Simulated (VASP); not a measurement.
Input of a VASP 6.6.1 run:

Contents of INCAR:

```
SYSTEM = Al7Cu
PREC     = Accurate       ! precision mode
ENCUT    = 520            ! plane-wave cutoff, eV
EDIFF    = 1E-7           ! SCF threshold, eV
ISMEAR   = 0              ! smearing method
SIGMA    = 0.1            ! smearing width, eV
LREAL    = .False.        ! projectors in reciprocal space
LASPH    = .True.         ! aspherical terms in the spheres
NELM     = 80             ! most SCF steps
ALGO     = Normal         ! electronic algorithm
ISIF     = 2              ! what is computed and relaxed
LWAVE    = .False.        ! write WAVECAR
LCHARG   = .True.         ! write CHGCAR
GGA      = PE             ! functional
LELF     = .True.         ! ELF
LVHAR    = .True.       
NBANDS   = 26             ! bands
```

KPOINTS

```
regular mesh
0
Gamma
  8 8 8
  0 0 0
```

The input POSCAR:

```
Al7Cu
1.0
    0.0000000000      3.9797635600      3.9797635600
    3.9797635600      0.0000000000      3.9797635600
    3.9797635600      3.9797635600      0.0000000000
Al Cu
7 1
Direct
    0.5000000000      0.0000000000      0.0000000000
    0.0000000000      0.5000000000      0.5000000000
    0.0000000000      0.5000000000      0.0000000000
    0.5000000000      0.0000000000      0.5000000000
    0.0000000000      0.0000000000      0.5000000000
    0.5000000000      0.5000000000      0.0000000000
    0.0000000000      0.0000000000      0.0000000000
    0.5000000000      0.5000000000      0.5000000000
```

Potentials or basis: VASP PAW PBE potentials, release 64 (Al, Cu).

Command:

```bash
$ cat potpaw_PBE.64/Al/POTCAR potpaw_PBE.64/Cu/POTCAR > POTCAR
$ mpirun -np 1 vasp_std > vasp.out
```

**Question.** Estimate the pressure.

**Answer.** 0.1 GPa.

**Question.** Estimate the band gap on the k mesh.

**Answer.** Zero (band 16 reaches 8.99 eV, above the bottom of band 17 at 5.57 eV).
